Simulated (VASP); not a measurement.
# TaN (P6_3mc) in VASP: notebook

The runs below take TaN through single point, with LDA.

All numbers are computed with VASP 6.6.1; they aren't measurements. Logs are shortened: lines on timing, memory, paths and dates and some standing lists are left out, and cuts for length are marked.

## 1. The cell of the first run

The structure is hexagonal, space group P6_3mc (No. 186). Conventional cell: a = 3.050 Å, b = 3.050 Å, c = 4.841 Å, α = 90.00°, β = 90.00°, γ = 120.00°. Within 2.5 Å of Ta (site symmetry 3m) lie 4 N at 1.85 to 1.86 Å. Within 2.5 Å of N (site symmetry 3m) lie 4 Ta at 1.85 to 1.86 Å.

## 2. Single point, LDA (zz strain of -2 %)

Contents of INCAR:

```
PREC = Accurate
ENCUT = 520
EDIFF = 1E-6
ISMEAR = -1
SIGMA = 0.03
LREAL = F
LASPH = T
NELM = 80
ALGO = Normal
ISIF = 2
LWAVE = F
LCHARG = F
NBANDS = 24
```

Contents of KPOINTS:

```
Automatic mesh
0
Gamma
  9 9 5
```

Contents of POSCAR:

```
TaN
1.0
    3.0500010905      0.0000000000      0.0000000000
   -1.5250005453      2.6413784260      0.0000000000
    0.0000000000      0.0000000000      4.8412000000
Ta N
2 2
Direct
    0.3333333333      0.6666666667      0.0000000000
    0.6666666667      0.3333333333      0.5000000000
    0.3333333333      0.6666666667      0.3850000000
    0.6666666667      0.3333333333      0.8850000000
```

Potentials or basis: VASP PAW LDA potentials, release 64 (Ta_pv, N).

Command:

```console
$ cat potpaw_LDA.64/Ta_pv/POTCAR potpaw_LDA.64/N/POTCAR > POTCAR
$ mpirun -np 1 vasp_std > vasp.out
```

OUTCAR:

```text
PREC = Accurate
   ENCUT = 520
   EDIFF = 1E-6
   ISMEAR = -1
   LREAL = F
   LASPH = T
   NELM = 80
   ISIF = 2

 ion  position               nearest neighbor table
   1  0.333  0.667  0.000-   4 1.85   4 1.85   4 1.85   3 1.86   2 2.99   2 2.99   2 2.99   2 2.99
                             2 2.99   2 2.99
   2  0.667  0.333  0.500-   3 1.85   3 1.85   3 1.85   4 1.86   1 2.99   1 2.99   1 2.99   1 2.99
                             1 2.99   1 2.99
   3  0.333  0.667  0.385-   2 1.85   2 1.85   2 1.85   1 1.86
   4  0.667  0.333  0.885-   1 1.85   1 1.85   1 1.85   2 1.86

  LATTYP: Found a hexagonal cell.
 ALAT       =     3.0500010905
 C/A-ratio  =     1.5872781210

  Lattice vectors:

 A1 = (   3.0500010905,   0.0000000000,   0.0000000000)
 A2 = (  -1.5250005453,   2.6413784260,   0.0000000000)
 A3 = (   0.0000000000,   0.0000000000,   4.8412000000)

Analysis of symmetry for initial positions (statically):
=====================================================================
 Subroutine PRICEL returns:
 Original cell was already a primitive cell.

 Routine SETGRP: Setting up the symmetry group for a
 hexagonal supercell.

 Subroutine GETGRP returns: Found 12 space group operations
 (whereof  6 operations were pure point group operations)
 out of a pool of 24 trial point group operations.

The static configuration has the point symmetry C_3v.
 The point group associated with its full space group is C_6v.

Analysis of symmetry for dynamics (positions and initial velocities):
=====================================================================
 Subroutine PRICEL returns:
 Original cell was already a primitive cell.

 Routine SETGRP: Setting up the symmetry group for a
 hexagonal supercell.

 Subroutine GETGRP returns: Found 12 space group operations
 (whereof  6 operations were pure point group operations)
 out of a pool of 24 trial point group operations.

The dynamic configuration has the point symmetry C_3v.
 The point group associated with its full space group is C_6v.

 Subroutine INISYM returns: Found 12 space group operations
 (whereof  6 operations are pure point group operations),
 and found     1 'primitive' translations

----------------------------------------------------------------------------------------

[... 87 lines left out ...]
   PREC   = accura    normal or accurate (medium, high low for compatibility)
   ISTART =      0    job   : 0-new  1-cont  2-samecut
   ICHARG =      2    charge: 1-file 2-atom 10-const
   ISPIN  =      1    spin polarized calculation?
   LNONCOLLINEAR =      F non collinear calculations
   LSORBIT =      F    spin-orbit coupling
   LASPH  =      T    aspherical Exc in radial PAW
   ENCUT  =  520.0 eV  38.22 Ry    6.18 a.u.   5.67  5.67  9.00*2*pi/ulx,y,z
   NELM   =     80;   NELMIN=  2; NELMDL= -5     # of ELM steps
   EDIFF  = 0.1E-05   stopping-criterion for ELM
   LREAL  =      F    real-space projection
   EDIFFG = 0.1E-04   stopping-criterion for IOM
   NSW    =      0    number of steps for IOM
   IBRION =     -1    ionic relax: 0-MD 1-quasi-New 2-CG
   NFREE  =      0    steps in history (QN), initial steepest desc. (CG)
   ISIF   =      2    stress and relaxation
   ISYM   =      2    0-nonsym 1-usesym 2-fastsym
   POTIM  = 0.5000    time-step for ionic-motion
   TEBEG  =    0.0;   TEEND  =   0.0 temperature during run
   PSTRESS=    0.0 pullay stress
   NELECT =      32.0000    total number of electrons
   NUPDOWN=      -1.0000    fix difference up-down
   EMIN   =  10.00;   EMAX   =-10.00  energy-range for DOS
   EFERMI =   0.00;   METHOD = LEGACY
   ISMEAR =    -1;   SIGMA  =   0.03  broadening in eV -4-tet -1-fermi 0-gaus
   EFERMI_NEDOS =   21; number of points for ismear=-14 and -15
   IALGO  =     38    algorithm
   IMIX   =      4    mixing-type and parameters
     AMIX     =   0.40;   BMIX     =  1.00
     AMIX_MAG =   1.60;   BMIX_MAG =  1.00
  volume/ion in A,a.u.               =       9.75        65.80
  Fermi-wavevector in a.u.,A,eV,Ry     =   1.532605  2.896204 31.958432  2.348878
  Thomas-Fermi vector in A             =   2.639788
   LORBIT       =      0    0 simple, 1 ext, 2 COOP (PROOUT), +10 PAW based schemes
   GGA     = CA    functional components
   LHFCALC =     F    Hartree Fock is set to
   AEXX    =    0.0000 exact exchange contribution
   IVDW    =     0    specifies the selected vdW correction
   LEPSILON=     F    determine dielectric tensor
   LRPA    =     F    only Hartree local field effects (RPA)
 non-spin polarized calculation
  energy-cutoff  :      520.00
  volume of cell :       39.00
 maximum number of plane-waves:      1087
 NGX is ok and might be reduce to    24
   NGX = 11   NGY = 11   NGZ = 19

 number of electron      31.9999999 magnetization

 Free energy of the ion-electron system (eV)
  ---------------------------------------------------
  ext. energy  EPLUGINS =         0.00000000
  ---------------------------------------------------
  free energy    TOTEN  =       -42.43029942 eV

  energy without entropy =      -42.42223509  energy(sigma->0) =      -42.42626725

 E-fermi :   9.8781     XC(G=0): -13.8773

 val. band max:        9.8634473266   @ k =   0.1111   0.1111   0.4000
 cond. band min:       9.8851059450   @ k =   0.4444   0.0000   0.4000
 fundamental gap:      0.0216586184
 Fermi energy:         9.8780776700

 k-point     1 :       0.0000    0.0000    0.0000
  band No.  band energies     occupation
      1     -26.1686      2.00000
      2     -24.9281      2.00000
      3     -24.9281      2.00000
      4     -24.6961      2.00000
      5     -24.6961      2.00000
      6     -24.6315      2.00000
[... 637 lines left out ...]
     23      17.6156      0.00000
     24      17.6156      0.00000

 [... further k-points ...]
[... 5 lines left out ...]
  --------------------------------------------------------------------------------------
  -------------------------------------------------------------------------------------
  Total       34.4476878     34.4476878     30.4109118     -0.0000000      0.0000000      0.0000000
  in kB     1415.0996178   1415.0996178   1249.2701960     -0.0000000      0.0000000      0.0000000
  external PRESSURE =    1359.8231439 kB  Pullay stress =       0.0000000 kB

 VOLUME and BASIS-vectors are now :
 -----------------------------------------------------------------------------
  energy-cutoff  :      520.00
  volume of cell :       39.00
      direct lattice vectors                 reciprocal lattice vectors
     3.050001090  0.000000000  0.000000000     0.327868735  0.189295103  0.000000000
    -1.525000545  2.641378426  0.000000000     0.000000000  0.378590205  0.000000000
     0.000000000  0.000000000  4.841200000     0.000000000  0.000000000  0.206560357

 POSITION                                       TOTAL-FORCE (eV/Angst)
 -----------------------------------------------------------------------------------
     -0.00000      1.76092      0.00000        -0.000000      0.000000      1.189685
      1.52500      0.88046      2.42060         0.000000     -0.000000      1.189685
     -0.00000      1.76092      1.86386        -0.000000     -0.000000     -1.189685
      1.52500      0.88046      4.28446         0.000000      0.000000     -1.189685
 -----------------------------------------------------------------------------------
    total drift:                               -0.000000      0.000000      0.000687

  FREE ENERGIE OF THE ION-ELECTRON SYSTEM (eV)
  ---------------------------------------------------
  free  energy   TOTEN  =       -42.4302994211 eV

  energy  without entropy=      -42.4222350855  energy(sigma->0) =      -42.42626725
```

OSZICAR:

```text
N       E                     dE             d eps       ncg     rms          rms(c)
DAV:   1     0.282868745846E+03    0.28287E+03   -0.17814E+04  1728   0.144E+03
DAV:   2    -0.364813169774E+02   -0.31935E+03   -0.30394E+03  2072   0.418E+02
DAV:   3    -0.497783868712E+02   -0.13297E+02   -0.13151E+02  2144   0.846E+01
DAV:   4    -0.498834440766E+02   -0.10506E+00   -0.10502E+00  1936   0.789E+00
DAV:   5    -0.498845404742E+02   -0.10964E-02   -0.10963E-02  2184   0.720E-01    0.614E+01
DAV:   6    -0.426315064141E+02    0.72530E+01   -0.24577E+01  1760   0.384E+01    0.263E+01
DAV:   7    -0.424848283610E+02    0.14668E+00   -0.88782E-01  2016   0.733E+00    0.138E+01
DAV:   8    -0.424331521772E+02    0.51676E-01   -0.49587E-02  1960   0.168E+00    0.111E+00
DAV:   9    -0.424302906522E+02    0.28615E-02   -0.77589E-03  1992   0.642E-01    0.179E-01
DAV:  10    -0.424303204721E+02   -0.29820E-04   -0.31031E-04  2024   0.134E-01    0.425E-02
DAV:  11    -0.424302995625E+02    0.20910E-04   -0.69479E-05  2016   0.605E-02    0.106E-02
DAV:  12    -0.424302994211E+02    0.14135E-06   -0.35387E-06  1896   0.162E-02
   1 F= -.42430299E+02 E0= -.42426267E+02  d E =-.806434E-02
```

stdout:

```text
POSCAR found type information on POSCAR TaN
 POSCAR found :  2 types and       4 ions
 scaLAPACK will be used
 LDA part: xc-table for (Slater(with rela. corr.)+CA(PZ))
 , standard interpolation
 POSCAR, INCAR and KPOINTS ok, starting setup
 FFT: planning ... GRIDC
 FFT: planning ... GRID_SOFT
 FFT: planning ... GRID
 WAVECAR not read
 entering main loop
```

Run time: 21 s. Hardware: 1 thread of Intel Xeon Platinum 8488C (Sapphire Rapids), shared host; peak memory 0.15 GiB.

Results:

```
Free energy            : -42.4303 eV
Pressure               : 136.0 GPa
Largest force          : 1.190 eV/Å
Band gap on the k mesh : zero (band 16 reaches 10.37 eV, above the bottom of band 17 at 8.20 eV)
```

Forces on the atoms (eV/Å):
```
Ta   0.000  0.000  1.190
Ta   0.000  0.000  1.190
N    0.000  0.000 -1.190
N    0.000  0.000 -1.190
```

Stress tensor (GPa, compression positive):
```
141.51   0.00   0.00
  0.00 141.51   0.00
  0.00   0.00 124.93
```

Caveat: the cell differs from its parent crystal (zz strain of -2 %); spin-orbit coupling is left out, which moves the levels of the heavy elements; forces of over 1 eV/Å act on the atoms, so gaps and moduli don't describe the material at rest.

## 3. Single point, LDA (volume scaled by 0.99)

Contents of INCAR:

```
SYSTEM = TaN
PREC = Accurate
ENCUT = 520
EDIFF = 1E-6
ISMEAR = -1
SIGMA = 0.03
LREAL = .False.
LASPH = .True.
NELM = 100
ALGO = Normal
ISIF = 2
LWAVE = .False.
LCHARG = .True.
LELF = .True.
LVHAR = .True.
NBANDS = 24
```

Contents of KPOINTS:

```
Automatic mesh
0
Gamma
  9 9 5
  0 0 0
```

Contents of POSCAR:

```
TaN
1.0
    3.0398003418      0.0000000000      0.0000000000
   -1.5199001709      2.6325443184      0.0000000000
    0.0000000000      0.0000000000      4.9234781375
Ta N
2 2
Direct
    0.3333333333      0.6666666667      0.0000000000
    0.6666666667      0.3333333333      0.5000000000
    0.3333333333      0.6666666667      0.3850000000
    0.6666666667      0.3333333333      0.8850000000
```

Potentials or basis: VASP PAW LDA potentials, release 64 (Ta_pv, N).

Command:

```console
$ cat potpaw_LDA.64/Ta_pv/POTCAR potpaw_LDA.64/N/POTCAR > POTCAR
$ mpirun -np 1 vasp_std > vasp.out
```

Wall time 31 s (1 thread of Intel Xeon Platinum 8488C (Sapphire Rapids), shared host); peak memory 0.16 GiB.

The run converged. Its results:

```
Free energy            : -42.6885 eV
Pressure               : 129.6 GPa
Largest force          : 2.266 eV/Å
Band gap on the k mesh : zero (band 16 reaches 10.28 eV, above the bottom of band 17 at 8.08 eV)
```

Forces on the atoms (eV/Å):
```
Ta   0.000  0.000  2.266
Ta   0.000  0.000  2.266
N    0.000  0.000 -2.266
N    0.000  0.000 -2.266
```

Stress tensor (GPa, compression positive):
```
138.53   0.00   0.00
  0.00 138.53   0.00
  0.00   0.00 111.80
```

Levels at points of the mesh, in eV from the Fermi level:
```
           k point  band 12  band 13  band 14  band 15  band 16  band 17  band 18  band 19  band 20  band 21
(0.00, 0.00, 0.00)    -7.90    -7.90    -7.44    -0.89    -0.89    -0.16     2.20     2.65     2.65     4.58
```

Caveat: spin-orbit coupling is left out, which moves the levels of the heavy elements; forces of over 1 eV/Å act on the atoms, so gaps and moduli don't describe the material at rest.
